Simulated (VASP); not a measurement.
# GeSb4Te7 (P-3m1) in VASP: further runs

Runs on GeSb4Te7. Level: PBE. Tasks: single point.

Program: VASP 6.6.1. These are calculated values, not measurements. Logs are shortened: lines on timing, memory, paths and dates and some standing lists are left out, and cuts for length are marked.

## Step 1: The cell of the first run

The structure is trigonal, space group P-3m1 (No. 164). The conventional cell has a = 4.239 Å, b = 4.239 Å, c = 23.229 Å, α = 90.00°, β = 90.00°, γ = 120.00°. Ge (site symmetry -3m) has 6 Te at 2.96 Å within 3.9 Å. Sb (site symmetry 3m) has 6 Te at 2.99 to 3.14 Å within 3.9 Å. Within 3.9 Å of Sb (site symmetry 3m) lie 6 Te at 2.99 to 3.15 Å. Te (site symmetry 3m) has 3 Sb at 2.99 Å and 3 Te at 3.54 Å within 3.9 Å. Within 3.9 Å of Te (site symmetry 3m) lie 3 Sb at 2.99 Å and 3 Te at 3.54 Å. Te (site symmetry 3m) has 3 Ge at 2.96 Å and 3 Sb at 3.15 Å within 3.9 Å. Te (site symmetry -3m) has 6 Sb at 3.14 Å within 4.1 Å.

## Step 2: Single point, PBE (volume scaled by 0.91, then relaxed in part)

The input, INCAR:

```
PREC = Accurate ; ENCUT = 500
EDIFF = 1E-6 ; ISMEAR = 0
SIGMA = 0.02 ; LREAL = False
LASPH = True ; NELM = 120
ALGO = Normal ; ISIF = 2
LWAVE = False ; LCHARG = False
GGA = PE ; NBANDS = 50
GGA_COMPAT = False
```

The input, KPOINTS:

```
regular mesh
0
Gamma
  12 12 2
```

The input, POSCAR:

```
GeSb4Te7
1.0
    4.2387158317      0.0000000000      0.0000000000
   -2.1193579158      3.6708355897      0.0000000000
    0.0000000000      0.0000000000     23.2285280365
Ge Sb Te
1 4 7
Direct
    0.0000000000      0.0000000000      0.5000000000
    0.6666666667      0.3333333333      0.9153240205
    0.3333333333      0.6666666667      0.3431922673
    0.3333333333      0.6666666667      0.0846759795
    0.6666666667      0.3333333333      0.6568077327
    0.3333333333      0.6666666667      0.8410557703
    0.6666666667      0.3333333333      0.1589442297
    0.0000000000      0.0000000000      0.7308656398
    0.6666666667      0.3333333333      0.4286553126
    0.3333333333      0.6666666667      0.5713446874
    0.0000000000      0.0000000000      0.0000000000
    0.0000000000      0.0000000000      0.2691343602
```

Potentials or basis: VASP PAW PBE potentials, release 64 (Ge_d, Sb, Te).

Run with:

```
cat potpaw_PBE.64/Ge_d/POTCAR potpaw_PBE.64/Sb/POTCAR potpaw_PBE.64/Te/POTCAR > POTCAR
mpirun -np 1 vasp_std > vasp.out
```

OUTCAR:

```text
PREC = Accurate
   ENCUT = 500
   EDIFF = 1E-6
   ISMEAR = 0
   LREAL = False
   LASPH = True
   NELM = 120
   ISIF = 2
   GGA = PE

 ion  position               nearest neighbor table
   1  0.000  0.000  0.500-   9 2.96  10 2.96  10 2.96   9 2.96   9 2.96  10 2.96
   2  0.667  0.333  0.915-   6 2.99   6 2.99   6 2.99  11 3.14  11 3.14  11 3.14
   3  0.333  0.667  0.343-  12 2.99  12 2.99  12 2.99   9 3.15   9 3.15   9 3.15
   4  0.333  0.667  0.085-   7 2.99   7 2.99   7 2.99  11 3.14  11 3.14  11 3.14
   5  0.667  0.333  0.657-   8 2.99   8 2.99   8 2.99  10 3.15  10 3.15  10 3.15
   6  0.333  0.667  0.841-   2 2.99   2 2.99   2 2.99   8 3.54   8 3.54   8 3.54
   7  0.667  0.333  0.159-   4 2.99   4 2.99   4 2.99  12 3.54  12 3.54  12 3.54
   8  0.000  0.000  0.731-   5 2.99   5 2.99   5 2.99   6 3.54   6 3.54   6 3.54
   9  0.667  0.333  0.429-   1 2.96   1 2.96   1 2.96   3 3.15   3 3.15   3 3.15
  10  0.333  0.667  0.571-   1 2.96   1 2.96   1 2.96   5 3.15   5 3.15   5 3.15
  11  0.000  0.000  0.000-   2 3.14   4 3.14   4 3.14   2 3.14   2 3.14   4 3.14
  12  0.000  0.000  0.269-   3 2.99   3 2.99   3 2.99   7 3.54   7 3.54   7 3.54

  LATTYP: Found a hexagonal cell.
 ALAT       =     4.2387158317
 C/A-ratio  =     5.4800861768

  Lattice vectors:

 A1 = (   4.2387158317,   0.0000000000,   0.0000000000)
 A2 = (  -2.1193579158,   3.6708355897,   0.0000000000)
 A3 = (   0.0000000000,   0.0000000000,  23.2285280365)

Analysis of symmetry for initial positions (statically):
=====================================================================
 Subroutine PRICEL returns:
 Original cell was already a primitive cell.

 Routine SETGRP: Setting up the symmetry group for a
 hexagonal supercell.

 Subroutine GETGRP returns: Found 12 space group operations
 (whereof 12 operations were pure point group operations)
 out of a pool of 24 trial point group operations.

The static configuration has the point symmetry D_3d.

Analysis of symmetry for dynamics (positions and initial velocities):
=====================================================================
 Subroutine PRICEL returns:
 Original cell was already a primitive cell.

 Routine SETGRP: Setting up the symmetry group for a
 hexagonal supercell.

 Subroutine GETGRP returns: Found 12 space group operations
 (whereof 12 operations were pure point group operations)
 out of a pool of 24 trial point group operations.

The dynamic configuration has the point symmetry D_3d.

 Subroutine INISYM returns: Found 12 space group operations
[... 123 lines left out ...]
   ISIF   =      2    stress and relaxation
   ISYM   =      2    0-nonsym 1-usesym 2-fastsym
   POTIM  = 0.5000    time-step for ionic-motion
   TEBEG  =    0.0;   TEEND  =   0.0 temperature during run
   PSTRESS=    0.0 pullay stress
   NELECT =      76.0000    total number of electrons
   NUPDOWN=      -1.0000    fix difference up-down
   EMIN   =  10.00;   EMAX   =-10.00  energy-range for DOS
   EFERMI =   0.00;   METHOD = LEGACY
   ISMEAR =     0;   SIGMA  =   0.02  broadening in eV -4-tet -1-fermi 0-gaus
   EFERMI_NEDOS =   21; number of points for ismear=-14 and -15
   IALGO  =     38    algorithm
   IMIX   =      4    mixing-type and parameters
     AMIX     =   0.40;   BMIX     =  1.00
     AMIX_MAG =   1.60;   BMIX_MAG =  1.00
  volume/ion in A,a.u.               =      30.12       203.25
  Fermi-wavevector in a.u.,A,eV,Ry     =   0.973507  1.839661 12.894456  0.947716
  Thomas-Fermi vector in A             =   2.103892
   LORBIT       =      0    0 simple, 1 ext, 2 COOP (PROOUT), +10 PAW based schemes
   GGA     = PE    functional components
   LHFCALC =     F    Hartree Fock is set to
   AEXX    =    0.0000 exact exchange contribution
   IVDW    =     0    specifies the selected vdW correction
   LEPSILON=     F    determine dielectric tensor
   LRPA    =     F    only Hartree local field effects (RPA)
 non-spin polarized calculation
 Gauss-broadening in eV      SIGMA  =   0.02
  energy-cutoff  :      500.00
  volume of cell :      361.43
 maximum number of plane-waves:      9240
 NGX is ok and might be reduce to    32
   NGX = 15   NGY = 15   NGZ = 85

 number of electron      76.0000024 magnetization

 Free energy of the ion-electron system (eV)
  ---------------------------------------------------
  ext. energy  EPLUGINS =         0.00000000
  ---------------------------------------------------
  free energy    TOTEN  =       -44.27044938 eV

  energy without entropy =      -44.27034150  energy(sigma->0) =      -44.27039544

 E-fermi :   7.2050     XC(G=0):  -9.5423

 val. band max:        6.9857776300   @ k =   0.0000   0.0000   0.0000
 cond. band min:       7.2104025584   @ k =   0.0000   0.0000   0.5000
 fundamental gap:      0.2246249284
 Fermi energy:         7.2050476767

 k-point     1 :       0.0000    0.0000    0.0000
  band No.  band energies     occupation
      1     -17.9115      2.00000
      2     -17.9115      2.00000
      3     -17.9058      2.00000
      4     -17.9035      2.00000
      5     -17.9035      2.00000
      6      -6.4861      2.00000
[... 1261 lines left out ...]
     49       9.9752      0.00000
     50      10.0551      0.00000

 [... further k-points ...]
[... 5 lines left out ...]
  --------------------------------------------------------------------------------------
  -------------------------------------------------------------------------------------
  Total        6.9228448      6.9228448      6.7638144      0.0000000     -0.0000000      0.0000000
  in kB       30.6884005     30.6884005     29.9834318      0.0000000     -0.0000000      0.0000000
  external PRESSURE =      30.4534109 kB  Pullay stress =       0.0000000 kB

 VOLUME and BASIS-vectors are now :
 -----------------------------------------------------------------------------
  energy-cutoff  :      500.00
  volume of cell :      361.43
      direct lattice vectors                 reciprocal lattice vectors
     4.238715832  0.000000000  0.000000000     0.235920510  0.136208770  0.000000000
    -2.119357916  3.670835590  0.000000000     0.000000000  0.272417540  0.000000000
     0.000000000  0.000000000 23.228528036     0.000000000  0.000000000  0.043050511

 POSITION                                       TOTAL-FORCE (eV/Angst)
 -----------------------------------------------------------------------------------
      0.00000      0.00000     11.61426        -0.000000      0.000000      0.000000
      2.11936      1.22361     21.26163        -0.000000      0.000000      0.021679
     -0.00000      2.44722      7.97185        -0.000000     -0.000000      0.018700
     -0.00000      2.44722      1.96690        -0.000000     -0.000000     -0.021679
      2.11936      1.22361     15.25668         0.000000      0.000000     -0.018700
     -0.00000      2.44722     19.53649        -0.000000      0.000000     -0.022894
      2.11936      1.22361      3.69204         0.000000     -0.000000      0.022894
      0.00000      0.00000     16.97693        -0.000000     -0.000000      0.025303
      2.11936      1.22361      9.95703         0.000000      0.000000     -0.008725
     -0.00000      2.44722     13.27150        -0.000000      0.000000      0.008725
      0.00000      0.00000      0.00000        -0.000000      0.000000      0.000000
      0.00000      0.00000      6.25160        -0.000000      0.000000     -0.025303
 -----------------------------------------------------------------------------------
    total drift:                               -0.000000     -0.000000      0.000000

  FREE ENERGIE OF THE ION-ELECTRON SYSTEM (eV)
  ---------------------------------------------------
  free  energy   TOTEN  =       -44.2704493809 eV

  energy  without entropy=      -44.2703414961  energy(sigma->0) =      -44.27039544
```

OSZICAR:

```text
N       E                     dE             d eps       ncg     rms          rms(c)
DAV:   1     0.563592273495E+03    0.56359E+03   -0.26720E+04  4146   0.151E+03
DAV:   2     0.421715842603E+02   -0.52142E+03   -0.49809E+03  4250   0.338E+02
DAV:   3    -0.390036661672E+02   -0.81175E+02   -0.77410E+02  4572   0.119E+02
DAV:   4    -0.442963197301E+02   -0.52927E+01   -0.51553E+01  4584   0.339E+01
DAV:   5    -0.445043646588E+02   -0.20804E+00   -0.20687E+00  5464   0.666E+00    0.148E+01
DAV:   6    -0.442627063475E+02    0.24166E+00   -0.57100E-01  5350   0.357E+00    0.962E+00
DAV:   7    -0.447731317016E+02   -0.51043E+00   -0.21149E+00  5304   0.780E+00    0.350E+00
DAV:   8    -0.442781503756E+02    0.49498E+00   -0.22272E+00  5340   0.681E+00    0.121E+00
DAV:   9    -0.442689937176E+02    0.91567E-02   -0.21945E-01  4530   0.180E+00    0.100E+00
DAV:  10    -0.442720759926E+02   -0.30823E-02   -0.39478E-02  4716   0.635E-01    0.758E-01
DAV:  11    -0.442703325608E+02    0.17434E-02   -0.28106E-03  4896   0.241E-01    0.554E-01
DAV:  12    -0.442704789600E+02   -0.14640E-03   -0.38760E-03  4716   0.215E-01    0.358E-01
DAV:  13    -0.442704608830E+02    0.18077E-04   -0.66796E-04  4366   0.972E-02    0.360E-01
DAV:  14    -0.442704488195E+02    0.12064E-04   -0.72296E-05  4606   0.326E-02    0.333E-01
DAV:  15    -0.442704493809E+02   -0.56144E-06   -0.53970E-06  4692   0.945E-03
   1 F= -.44270449E+02 E0= -.44270395E+02  d E =-.107885E-03
```

stdout:

```text
POSCAR found type information on POSCAR GeSbTe
 POSCAR found :  3 types and      12 ions
 scaLAPACK will be used
 LDA part: xc-table for (Slater+PW92), standard interpolation
 POSCAR, INCAR and KPOINTS ok, starting setup
 FFT: planning ... GRIDC
 FFT: planning ... GRID_SOFT
 FFT: planning ... GRID
 WAVECAR not read
 entering main loop
```

It took 9.9 min on 1 thread of Intel Xeon Platinum 8559C (Emerald Rapids), shared host; peak memory 0.78 GiB.

Results:

```yaml
Free_energy: -44.2704 eV
Pressure: 3.0 GPa
Largest_force: 0.025 eV/Å
Band_gap_on_the_k_mesh: zero (filled and empty bands touch)
```

Forces on the atoms (eV/Å):
```
Ge   0.000  0.000  0.000
Sb   0.000  0.000  0.022
Sb   0.000  0.000  0.019
Sb   0.000  0.000 -0.022
Sb   0.000  0.000 -0.019
Te   0.000  0.000 -0.023
Te   0.000  0.000  0.023
Te   0.000  0.000  0.025
Te   0.000  0.000 -0.009
Te   0.000  0.000  0.009
Te   0.000  0.000  0.000
Te   0.000  0.000 -0.025
```

Caveat: the cell differs from its parent crystal (volume scaled by 0.91, then relaxed in part); spin-orbit coupling is left out, which moves the levels of the heavy elements.

## Step 3: Single point, PBE

This run uses another cell than the first one, of 32.23 Å³/atom, 1.070 times its volume.

The input, INCAR:

```
SYSTEM = GeSb4Te7
  ALGO = Normal
  EDIFF = 1E-6
  ENCUT = 520
  GGA = PE
  ISIF = 2
  ISMEAR = 0
  LASPH = .True.
  LCHARG = .False.
  LREAL = .False.
  LWAVE = .False.
  NBANDS = 50
  NELM = 100
  PREC = Accurate
  SIGMA = 0.02
```

The input, KPOINTS:

```
k-points
0
Gamma
  12 12 2
  0 0 0
```

The input, POSCAR:

```
GeSb4Te7
1.0
    4.1475847112      0.0000000000      0.0000000000
   -2.0737923556      3.5919137242      0.0000000000
    0.0000000000      0.0000000000     25.9630376654
Ge Sb Te
1 4 7
Direct
    0.0000000000      0.0000000000      0.5000000000
    0.6666666667      0.3333333333      0.9202430301
    0.3333333333      0.6666666667      0.3520355140
    0.3333333333      0.6666666667      0.0797569699
    0.6666666667      0.3333333333      0.6479644860
    0.3333333333      0.6666666667      0.8517966756
    0.6666666667      0.3333333333      0.1482033244
    0.0000000000      0.0000000000      0.7161668580
    0.6666666667      0.3333333333      0.4326208770
    0.3333333333      0.6666666667      0.5673791230
    0.0000000000      0.0000000000      0.0000000000
    0.0000000000      0.0000000000      0.2838331420
```

Potentials or basis: VASP PAW PBE potentials, release 64 (Ge_d, Sb, Te).

Run with:

```
cat potpaw_PBE.64/Ge_d/POTCAR potpaw_PBE.64/Sb/POTCAR potpaw_PBE.64/Te/POTCAR > POTCAR
mpirun -np 1 vasp_std > vasp.out
```

Run time: 20 min. Hardware: 1 thread of Intel Xeon Platinum 8488C (Sapphire Rapids), shared host; peak memory 0.88 GiB.

The run converged. Its results:

- Free energy: -44.2479 eV
- Pressure: 2.0 GPa
- Largest force: 0.030 eV/Å
- Band gap on the k mesh: 0.36 eV, indirect (least direct gap 0.62 eV)

Forces in eV/Å, atoms in the order of the input:
```
Ge   0.000  0.000  0.000
Sb   0.000  0.000  0.030
Sb   0.000  0.000  0.029
Sb   0.000  0.000 -0.030
Sb   0.000  0.000 -0.029
Te   0.000  0.000 -0.020
Te   0.000  0.000  0.020
Te   0.000  0.000  0.019
Te   0.000  0.000 -0.011
Te   0.000  0.000  0.011
Te   0.000  0.000  0.000
Te   0.000  0.000 -0.019
```

Stress tensor (GPa, compression positive):
```
3.05 0.00 0.00
0.00 3.05 0.00
0.00 0.00 0.02
```

Levels at points of the mesh, in eV from the valence-band top:
```
           k point  band 36  band 37  band 38  band 39  band 40  band 41
(0.00, 0.00, 0.00)    -0.95    -0.22    -0.16     0.69     0.72     0.72
(0.50, 0.00, 0.00)    -1.36    -1.27    -1.07     0.62     0.65     0.79
(0.00, 0.00, 0.50)    -0.67    -0.51     0.00     0.62     0.70     0.70
(0.50, 0.00, 0.50)    -1.44    -1.32    -0.89     0.36     0.47     0.94
```

Caveat: spin-orbit coupling is left out, which moves the levels of the heavy elements; this functional lacks dispersion, which binds the layers, so the pressure and a relaxed spacing across them are unreliable. A k mesh can miss the band edges.

## Step 4: Single point, PBE (equal strain along all axes, cell held: -4.0 %, then relaxed in part)

The input, INCAR:

```
ALGO = Normal
EDIFF = 1E-6
ENCUT = 520
GGA = PE
ISIF = 2
ISMEAR = 0
LASPH = T
LCHARG = T
LELF = T
LREAL = F
LVHAR = T
LWAVE = F
NBANDS = 50
NELM = 80
PREC = Accurate
SIGMA = 0.02
```

The input, KPOINTS:

```
k-points
0
Gamma
  12 12 2
```

The input, POSCAR:

```
GeSb4Te7
1.0
    4.1475847112      0.0000000000      0.0000000000
   -2.0737923556      3.5919137242      0.0000000000
    0.0000000000      0.0000000000     23.5869642587
Ge Sb Te
1 4 7
Direct
    0.0000000000      0.0000000000      0.5000000000
    0.6666666667      0.3333333333      0.9152628542
    0.3333333333      0.6666666667      0.3432531276
    0.3333333333      0.6666666667      0.0847371458
    0.6666666667      0.3333333333      0.6567468724
    0.3333333333      0.6666666667      0.8405478732
    0.6666666667      0.3333333333      0.1594521268
    0.0000000000      0.0000000000      0.7312455275
    0.6666666667      0.3333333333      0.4287825355
    0.3333333333      0.6666666667      0.5712174645
    0.0000000000      0.0000000000      0.0000000000
    0.0000000000      0.0000000000      0.2687544725
```

Run with:

```
cat potpaw_PBE.64/Ge_d/POTCAR potpaw_PBE.64/Sb/POTCAR potpaw_PBE.64/Te/POTCAR > POTCAR
mpirun -np 1 vasp_std > vasp.out
```

Wall time 42 min (1 thread of Oxide Virtual Turin-like, shared host); peak memory 0.78 GiB.

The run converged. Its results:

| Item | Value |
| --- | --- |
| Free energy | -43.9813 eV |
| Pressure | 4.7 GPa |
| Largest force | 0.027 eV/Å |
| Band gap on the k mesh | zero (band 38 reaches 7.70 eV, above the bottom of band 39 at 7.47 eV) |

Forces in eV/Å, atoms in the order of the input:
```
Ge   0.000  0.000  0.000
Sb   0.000  0.000  0.027
Sb   0.000  0.000  0.026
Sb   0.000  0.000 -0.027
Sb   0.000  0.000 -0.026
Te   0.000  0.000 -0.026
Te   0.000  0.000  0.026
Te   0.000  0.000  0.027
Te   0.000  0.000 -0.010
Te   0.000  0.000  0.010
Te   0.000  0.000  0.000
Te   0.000  0.000 -0.027
```

Stress tensor (GPa, compression positive):
```
5.25 0.00 0.00
0.00 5.25 0.00
0.00 0.00 3.68
```

Levels at points of the mesh, in eV from the Fermi level:
```
           k point  band 36  band 37  band 38  band 39  band 40  band 41
(0.00, 0.00, 0.00)    -1.17    -0.17     0.06     0.37     0.37     0.41
(0.50, 0.00, 0.00)    -1.68    -1.13    -1.10     0.70     0.72     0.76
(0.00, 0.00, 0.50)    -0.86    -0.32     0.22     0.22     0.31     0.37
(0.50, 0.00, 0.50)    -1.43    -1.31    -0.58    -0.01     0.23     0.44
```

Caveat: the cell differs from its parent crystal (equal strain along all axes, cell held: -4.0 %, then relaxed in part); spin-orbit coupling is left out, which moves the levels of the heavy elements.

## Step 5: The runs side by side

```tsv
cell	cutoff (eV)	gap on the mesh (eV)	pressure (GPa)	largest force (eV/Å)
a = 4.239, b = 4.239, c = 23.229 Å, angles 90.0, 90.0, 120.0°, 12 atoms	500	none	3.0	0.03
a = 4.148, b = 4.148, c = 25.963 Å, angles 90.0, 90.0, 120.0°, 12 atoms	520	0.36	2.0	0.03
a = 4.148, b = 4.148, c = 23.587 Å, angles 90.0, 90.0, 120.0°, 12 atoms	520	none	4.7	0.03
```

Alike in all rows: task single point; level PBE; potentials or basis VASP PAW PBE potentials, release 64 (Ge_d, Sb, Te); no spin polarisation; k mesh 12 × 12 × 2; smearing gaussian 0.02 eV.

Caveats: spin-orbit coupling is left out, which moves the levels of the heavy elements; this functional lacks dispersion, which binds the layers, so the pressure and a relaxed spacing across them are unreliable (some runs).

Absolute energies hang on the potentials; compare differences alone.
